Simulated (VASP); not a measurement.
# Al8GaN8 (a cell with a defect) in VASP: notebook

Runs on Al8GaN8 (a cell with a defect). Level: PBE+D3(BJ). Tasks: single point.

All numbers are computed with VASP 6.6.1; they aren't measurements. Logs are shortened: lines on timing, memory, paths and dates and some standing lists are left out, and cuts for length are marked.

## 1. The cell of the first run

The cell holds a defect, 17 atoms: a = 6.257 Å, b = 5.419 Å, c = 5.017 Å, α = 90.00°, β = 90.00°, γ = 90.00°.

## 2. Single point, PBE+D3(BJ)

Contents of INCAR:

```
PREC = Accurate ; ENCUT = 520
EDIFF = 1E-6 ; ISMEAR = -1
SIGMA = 0.1 ; LREAL = Auto
LASPH = T ; NELM = 100
ALGO = Normal ; ISIF = 2
LWAVE = F ; LCHARG = F
GGA = PE ; IVDW = 12
NBANDS = 52
```

Contents of KPOINTS:

```
regular mesh
0
Gamma
  2 3 3
```

Contents of POSCAR:

```
Al8GaN8
1.0
   -3.1285880000     -5.4188740000      0.0000000000
    4.6928820000     -2.7094370000      0.0000000000
    0.0000000000      0.0000000000      5.0169550000
Al N Ga
8 8 1
Direct
    0.4993402342      0.6922667399      0.5079365196
    0.4993485413      0.3956352227      1.0793202891
    0.2430890483      0.1276385627      0.3821334504
    0.2415676510      0.8231665103      0.9715759995
   -0.0006560188      0.6375223371      0.4807178329
   -0.0006264655      0.3504824770      1.0007514683
    0.7555960788      0.1275340427      0.3821468633
    0.7572819775      0.8231565536      0.9715214557
    0.4994188271      0.6706246451      0.8815972297
    0.4992315092      0.3522130890      0.4314041564
    0.2628439247      0.1849968972      0.9939732606
    0.2390209941      0.7802608356      0.3361009850
   -0.0005571676      0.6660069571      0.8481228946
   -0.0006852167      0.3086176701      0.3976911670
    0.7358981134      0.1850465779      0.9940756781
    0.7596412098      0.7801519943      0.3360273588
    0.4994325592      0.1041525878      0.7195295911
```

Potentials or basis: VASP PAW PBE potentials, release 64 (Al, N, Ga_d).

Run with:

```console
> cat potpaw_PBE.64/Al/POTCAR potpaw_PBE.64/N/POTCAR potpaw_PBE.64/Ga_d/POTCAR > POTCAR
> mpirun -np 1 vasp_std > vasp.out
```

OUTCAR:

```text
PREC = Accurate
   ENCUT = 520
   EDIFF = 1E-6
   ISMEAR = -1
   LREAL = Auto
   LASPH = T
   NELM = 100
   ISIF = 2
   GGA = PE
   IVDW = 12
 IVDW          = 12

 ion  position               nearest neighbor table
   1  0.499  0.692  0.508-   9 1.88  10 1.88  16 1.90  12 1.90  17 2.47   2 2.68   4 2.92   8 2.92
                             7 2.92   3 2.92   5 3.15   5 3.15   4 3.22   8 3.22   2 3.29
   2  0.499  0.396  0.079-  10 1.78   9 1.79  15 1.92  11 1.92  17 2.40   3 2.64   7 2.64   1 2.68
                             4 2.87   8 2.87   6 3.16   6 3.16   1 3.29
   3  0.243  0.128  0.382-  14 1.82  12 1.90  11 1.98  10 2.03  17 2.34   4 2.64   2 2.64   6 2.73
                             1 2.92   7 3.05   5 3.10   5 3.19   7 3.21
   4  0.242  0.823  0.972-  12 1.84  13 1.85   9 1.87  11 1.97  17 2.55   3 2.64   2 2.87   1 2.92
                             6 2.98   8 3.03   5 3.06   5 3.14   1 3.22   8 3.23   6 3.24
   5  0.999  0.638  0.481-  14 1.83  12 1.84  16 1.84  13 1.85   6 2.87   6 3.04   8 3.06   4 3.06
                             7 3.10   3 3.10   8 3.14   4 3.14   1 3.15   1 3.15   3 3.19   7 3.19
   6  0.999  0.350  0.001-  13 1.87  15 1.88  11 1.88  14 2.00   3 2.73   7 2.73   5 2.87   8 2.98
                             4 2.98   5 3.04   2 3.16   2 3.16   8 3.24   4 3.24
   7  0.756  0.128  0.382-  14 1.82  16 1.90  15 1.98  10 2.03  17 2.33   8 2.64   2 2.64   6 2.73
                             1 2.92   3 3.05   5 3.10   5 3.19   3 3.21
   8  0.757  0.823  0.972-  16 1.84  13 1.85   9 1.87  15 1.97  17 2.55   7 2.64   2 2.87   1 2.92
                             6 2.98   4 3.03   5 3.06   5 3.14   1 3.22   4 3.23   6 3.24
   9  0.499  0.671  0.882-   2 1.79   8 1.87   4 1.87   1 1.88
  10  0.499  0.352  0.431-   2 1.78   1 1.88  17 1.97   3 2.03   7 2.03
  11  0.263  0.185  0.994-   6 1.88   2 1.92   4 1.97   3 1.98  17 2.07
  12  0.239  0.780  0.336-   5 1.84   4 1.84   3 1.90   1 1.90
  13  0.999  0.666  0.848-   4 1.85   8 1.85   5 1.85   6 1.87
  14  0.999  0.309  0.398-   3 1.82   7 1.82   5 1.83   6 2.00
  15  0.736  0.185  0.994-   6 1.88   2 1.92   8 1.97   7 1.98  17 2.07
  16  0.760  0.780  0.336-   5 1.84   8 1.84   7 1.90   1 1.90
  17  0.499  0.104  0.720-  10 1.97  15 2.07  11 2.07   7 2.33   3 2.34   2 2.40   1 2.47   8 2.55
                             4 2.55

  LATTYP: Found a simple orthorhombic cell.
 ALAT       =     5.0169550000
 B/A-ratio  =     1.0801120458
 C/A-ratio  =     1.2472060331

  Lattice vectors:

 A1 = (   0.0000000000,   0.0000000000,  -5.0169550000)
 A2 = (   4.6928820000,  -2.7094370000,   0.0000000000)
 A3 = (  -3.1285880000,  -5.4188740000,   0.0000000000)

Analysis of symmetry for initial positions (statically):
=====================================================================
 Subroutine PRICEL returns:
 Original cell was already a primitive cell.

 Routine SETGRP: Setting up the symmetry group for a
 simple orthorhombic supercell.

 Subroutine GETGRP returns: Found  1 space group operations
 (whereof  1 operations were pure point group operations)
 out of a pool of  8 trial point group operations.

The static configuration has the point symmetry C_1 .

Analysis of symmetry for dynamics (positions and initial velocities):
=====================================================================
 Subroutine PRICEL returns:
 Original cell was already a primitive cell.

 Routine SETGRP: Setting up the symmetry group for a
 simple orthorhombic supercell.

 Subroutine GETGRP returns: Found  1 space group operations
 (whereof  1 operations were pure point group operations)
 out of a pool of  8 trial point group operations.

The dynamic configuration has the point symmetry C_1 .

 Subroutine INISYM returns: Found  1 space group operations
 (whereof  1 operations are pure point group operations),
 and found     1 'primitive' translations

----------------------------------------------------------------------------------------

                                     Primitive cell

  volume of cell :     170.1091

  direct lattice vectors                    reciprocal lattice vectors
    -3.128588000 -5.418874000  0.000000000    -0.079908253 -0.138405137  0.000000000
     4.692882000 -2.709437000  0.000000000     0.159816505 -0.092270092  0.000000000
     0.000000000  0.000000000  5.016955000     0.000000000  0.000000000  0.199324092

  length of vectors
     6.257176544  5.418873529  5.016955000     0.159816491  0.184540199  0.199324092

  position of ions in fractional coordinates (direct lattice)
     0.499340234  0.692266740  0.507936520
     0.499348541  0.395635223  0.079320289
     0.243089048  0.127638563  0.382133450
     0.241567651  0.823166510  0.971575999
     0.999343981  0.637522337  0.480717833
     0.999373535  0.350482477  0.000751468
[... 9 lines left out ...]
     0.759641210  0.780151994  0.336027359
     0.499432559  0.104152588  0.719529591

  ion indices of the primitive-cell ions
   primitive index   ion index
                 1           1
                 2           2
                 3           3
                 4           4
                 5           5
                 6           6
[... 9 lines left out ...]
                16          16
                17          17

----------------------------------------------------------------------------------------

 KPOINTS: regular mesh

Automatic generation of k-mesh.
 Grid dimensions read from file:
 generate k-points for:    2    3    3

 Generating k-lattice:

  Cartesian coordinates                     Fractional coordinates (reciprocal lattice)
    -0.039954126 -0.069202569  0.000000000     0.500000000 -0.000000000  0.000000000
     0.053272168 -0.030756697  0.000000000     0.000000000  0.333333333  0.000000000
     0.000000000  0.000000000  0.066441364     0.000000000  0.000000000  0.333333333

  Length of vectors
     0.079908246  0.061513400  0.066441364

  Shift w.r.t. Gamma in fractional coordinates (k-lattice)
     0.000000000  0.000000000  0.000000000

 Subroutine IBZKPT returns following result:
 ===========================================

 Found     10 irreducible k-points:

 Following reciprocal coordinates:
            Coordinates               Weight
  0.000000  0.000000  0.000000      1.000000
  0.500000  0.000000  0.000000      1.000000
  0.000000  0.333333  0.000000      2.000000
  0.500000  0.333333  0.000000      2.000000
  0.000000  0.000000  0.333333      2.000000
  0.500000  0.000000  0.333333      2.000000
  0.000000  0.333333  0.333333      2.000000
  0.000000 -0.333333  0.333333      2.000000
  0.500000  0.333333  0.333333      2.000000
  0.500000 -0.333333  0.333333      2.000000
   k-points           NKPTS =     10   k-points in BZ     NKDIM =     10   number of bands    NBANDS=     52
   number of dos      NEDOS =    301   number of ions     NIONS =     17
   total plane-waves  NPLWV =  76800
   dimension x,y,z NGX =    48 NGY =   40 NGZ =   40
   dimension x,y,z NGXF=    96 NGYF=   80 NGZF=   80
   ions per type =               8   8   1
   NGX,Y,Z   is equivalent  to a cutoff of  12.75, 12.27, 13.25 a.u.
   NGXF,Y,Z  is equivalent  to a cutoff of  25.51, 24.54, 26.51 a.u.
 SYSTEM =  unknown system
   PREC   = accura    normal or accurate (medium, high low for compatibility)
   ISTART =      0    job   : 0-new  1-cont  2-samecut
   ICHARG =      2    charge: 1-file 2-atom 10-const
   ISPIN  =      1    spin polarized calculation?
   LNONCOLLINEAR =      F non collinear calculations
   LSORBIT =      F    spin-orbit coupling
   LASPH  =      T    aspherical Exc in radial PAW
   ENCUT  =  520.0 eV  38.22 Ry    6.18 a.u.  11.63 10.08  9.33*2*pi/ulx,y,z
   NELM   =    100;   NELMIN=  2; NELMDL= -5     # of ELM steps
   EDIFF  = 0.1E-05   stopping-criterion for ELM
   LREAL  =      T    real-space projection
   EDIFFG = 0.1E-04   stopping-criterion for IOM
   NSW    =      0    number of steps for IOM
[... 5 lines left out ...]
   TEBEG  =    0.0;   TEEND  =   0.0 temperature during run
   PSTRESS=    0.0 pullay stress
   NELECT =      77.0000    total number of electrons
   NUPDOWN=      -1.0000    fix difference up-down
   EMIN   =  10.00;   EMAX   =-10.00  energy-range for DOS
   EFERMI =   0.00;   METHOD = LEGACY
   ISMEAR =    -1;   SIGMA  =   0.10  broadening in eV -4-tet -1-fermi 0-gaus
   EFERMI_NEDOS =   21; number of points for ismear=-14 and -15
   IALGO  =     38    algorithm
   IMIX   =      4    mixing-type and parameters
     AMIX     =   0.40;   BMIX     =  1.00
     AMIX_MAG =   1.60;   BMIX_MAG =  1.00
  volume/ion in A,a.u.               =      10.01        67.53
  Fermi-wavevector in a.u.,A,eV,Ry     =   1.256982  2.375352 21.497270  1.580005
  Thomas-Fermi vector in A             =   2.390664
   LORBIT       =      0    0 simple, 1 ext, 2 COOP (PROOUT), +10 PAW based schemes
   GGA     = PE    functional components
   LHFCALC =     F    Hartree Fock is set to
   AEXX    =    0.0000 exact exchange contribution
   IVDW    =    12    specifies the selected vdW correction
   LEPSILON=     F    determine dielectric tensor
   LRPA    =     F    only Hartree local field effects (RPA)
 non-spin polarized calculation
  energy-cutoff  :      520.00
  volume of cell :      170.11
 maximum number of plane-waves:      4616
 NGX is ok and might be reduce to    48
   NGX = 23   NGY = 21   NGZ = 19

 number of electron      76.9999984 magnetization

 Free energy of the ion-electron system (eV)
  ---------------------------------------------------
  ext. energy  EPLUGINS =         0.00000000
  ---------------------------------------------------
  free energy    TOTEN  =      -112.01472311 eV

  energy without entropy =     -111.94458947  energy(sigma->0) =     -111.97965629

 E-fermi :  10.6645     XC(G=0): -11.3161

 val. band max:       10.6142132996   @ k =   0.5000   0.3333   0.3333
 cond. band min:      10.6960855510   @ k =   0.5000   0.0000   0.3333
 fundamental gap:      0.0818722514
 Fermi energy:        10.6644805411

 k-point     1 :       0.0000    0.0000    0.0000
  band No.  band energies     occupation
      1      -9.0185      2.00000
      2      -7.2690      2.00000
      3      -7.2245      2.00000
      4      -7.1439      2.00000
      5      -6.6952      2.00000
      6      -6.2203      2.00000
[... 42 lines left out ...]
     49      15.0728      0.00000
     50      15.7057      0.00000
[... 475 lines left out ...]
     49      15.1733      0.00000
     50      15.2198      0.00000
 [bands above 50 left out]

------------------------ aborting loop because EDIFF is reached ----------------------------------------

 Edisp (eV)   -5.02291

 E8    (eV) :    -1.9958

  FORCE on cell =-STRESS in cart. coord.  units (eV):
  Direction    XX          YY          ZZ          XY          YZ          ZX
  --------------------------------------------------------------------------------------
  -------------------------------------------------------------------------------------
  Total      17.18498    14.45637    33.38463    -2.35641    -2.95817     5.10653
  in kB     161.85719   136.15773   314.43402   -22.19391   -27.86156    48.09595
  external pressure =      204.15 kB  Pullay stress =        0.00 kB

 VOLUME and BASIS-vectors are now :
 -----------------------------------------------------------------------------
  energy-cutoff  :      520.00
  volume of cell :      170.11
      direct lattice vectors                 reciprocal lattice vectors
    -3.128588000 -5.418874000  0.000000000    -0.079908253 -0.138405137  0.000000000
     4.692882000 -2.709437000  0.000000000     0.159816505 -0.092270092  0.000000000
     0.000000000  0.000000000  5.016955000     0.000000000  0.000000000  0.199324092

 POSITION                                       TOTAL-FORCE (eV/Angst)
 -----------------------------------------------------------------------------------
      1.68650     -4.58151      2.54829        -0.002310      0.000788      0.001202
      0.29441     -3.77786      0.39795        -0.021774      0.009726     -0.006534
     -0.16153     -1.66310      1.91715        -0.006465      0.007571      0.009351
      3.10726     -3.53934      4.87435         0.018092      0.000994     -0.016686
     -0.13472     -7.14265      2.41174        -0.000005     -0.002782      0.001159
     -1.48186     -6.36509      0.00377        -0.007971      0.004327     -0.004738
[... 9 lines left out ...]
      1.28456     -6.23017      1.68583        -0.009522      0.028139      0.014619
     -1.07374     -2.98856      3.60985        -0.018003      0.012786     -0.032416
 -----------------------------------------------------------------------------------
    total drift:                               -0.002730     -0.000819      0.016353

  FREE ENERGIE OF THE ION-ELECTRON SYSTEM (eV)
  ---------------------------------------------------
  free  energy   TOTEN  =      -117.0376343804 eV

  energy  without entropy=     -116.9675007344  energy(sigma->0) =     -117.00256756
```

Run time: 2.5 min. Hardware: 1 thread of Intel Xeon Platinum 8488C (Sapphire Rapids), shared host; peak memory 0.29 GiB.

What came out:

| Quantity | Value |
| --- | --- |
| Free energy | -117.0376 eV |
| Pressure | 20.4 GPa |
| Largest force | 0.047 eV/Å |
| Dispersion energy per atom | -0.295 eV |

Forces in eV/Å, atoms in the order of the input:
```
Al  -0.002  0.001  0.001
Al  -0.022  0.010 -0.007
Al  -0.006  0.008  0.009
Al   0.018  0.001 -0.017
Al   0.000 -0.003  0.001
Al  -0.008  0.004 -0.005
Al  -0.004  0.000  0.006
Al   0.009 -0.014 -0.014
N   -0.015  0.011 -0.010
N    0.034 -0.023  0.024
N    0.015 -0.033  0.010
N   -0.030 -0.008  0.013
N   -0.025  0.018 -0.009
N    0.029 -0.020  0.005
N    0.034  0.008  0.008
N   -0.010  0.028  0.015
Ga  -0.018  0.013 -0.032
```

Levels at points of the mesh, in eV from the Fermi level:
```tsv
k point	band 34	band 35	band 36	band 37	band 38	band 39	band 40	band 41	band 42	band 43
(0.00, 0.00, 0.00)	-4.64	-4.33	-4.11	-3.87	-2.42	0.59	0.69	0.97	1.51	2.36
(0.50, 0.00, 0.00)	-4.60	-4.58	-4.09	-4.00	-2.14	-0.07	1.93	2.01	2.25	2.44
```

Caveat: the k points lie up to 0.50 Å⁻¹ apart.

## 3. Single point, PBE+D3(BJ)

Changes to INCAR since step 2:

```diff
@@ -1,3 +1,3 @@
 PREC = Accurate ; ENCUT = 520
-EDIFF = 1E-6 ; ISMEAR = -1
+EDIFF = 1E-7 ; ISMEAR = -1
 SIGMA = 0.1 ; LREAL = Auto
```

KPOINTS is that of step 2.

Contents of POSCAR:

```
Al8GaN8
1.0
   -3.1285880000     -5.4188740000      0.0000000000
    4.6928820000     -2.7094370000      0.0000000000
    0.0000000000      0.0000000000      5.0169550000
Al N Ga
8 8 1
Direct
    0.5067968520      0.6856892097      0.5216311488
    0.4993233769      0.3819352639      1.0852997486
    0.2506796892      0.1161489821      0.3744303068
    0.2420778157      0.8067029491      0.9679576556
   -0.0057671921      0.6309250546      0.4755474187
    0.0090202744      0.3647696069      1.0086397028
    0.7578098866      0.1360517732      0.3757059810
    0.7461575466      0.8311565359      0.9823887199
    0.4985053123      0.6552514506      0.9032570553
    0.5137513835      0.3673257528      0.4192184303
    0.2514025337      0.1667067167      0.9950258673
    0.2463102538      0.7619205649      0.3387114295
   -0.0103355822      0.6718396545      0.8423635452
    0.0066961115      0.3038323517      0.3957779171
    0.7211020085      0.1678352642      0.9829866921
    0.7570086487      0.7956876338      0.3501327000
    0.4972075373      0.1209826999      0.7118261974
```

Potentials or basis: VASP PAW PBE potentials, release 64 (Al, N, Ga_d).

Run with:

```console
> cat potpaw_PBE.64/Al/POTCAR potpaw_PBE.64/N/POTCAR potpaw_PBE.64/Ga_d/POTCAR > POTCAR
> mpirun -np 1 vasp_std > vasp.out
```

It took 2.6 min on 1 thread of Intel Xeon Platinum 8488C (Sapphire Rapids), shared host; peak memory 0.28 GiB.

It converged, with:

```yaml
Free_energy: -116.0092 eV
Pressure: 23.2 GPa
Largest_force: 3.233 eV/Å
Dispersion_energy_per_atom: -0.295 eV
```

Forces in eV/Å, atoms in the order of the input:
```
Al   1.393 -0.175  0.105
Al   0.356  0.540 -1.836
Al  -0.096  1.198  0.346
Al   0.823 -0.091  0.520
Al   0.460 -0.850  0.353
Al  -0.417  1.608 -0.337
Al  -0.154 -0.249  0.346
Al  -1.722  0.314 -0.248
N    0.790 -0.732 -2.199
N   -1.768  0.644  2.629
N    0.066 -1.238 -0.026
N    0.719  0.387 -0.012
N   -0.310  0.080  0.574
N    0.352  0.298 -0.099
N    0.915 -2.404  0.620
N   -0.877 -0.317 -0.302
Ga  -0.528  0.988 -0.432
```

Stress tensor (GPa, compression positive):
```
19.81 -3.42  6.18
-3.42 13.83 -1.10
 6.18 -1.10 35.89
```

Levels at points of the mesh, in eV from the Fermi level:
| k point | band 34 | band 35 | band 36 | band 37 | band 38 | band 39 | band 40 | band 41 | band 42 | band 43 |
| --- | --- | --- | --- | --- | --- | --- | --- | --- | --- | --- |
| (0.00, 0.00, 0.00) | -4.82 | -4.55 | -4.31 | -4.11 | -2.70 | 0.50 | 0.63 | 0.71 | 1.14 | 1.89 |
| (0.50, 0.00, 0.00) | -5.02 | -4.70 | -4.40 | -4.26 | -2.43 | -0.07 | 1.50 | 1.67 | 2.04 | 2.11 |

Caveat: the k points lie up to 0.50 Å⁻¹ apart.
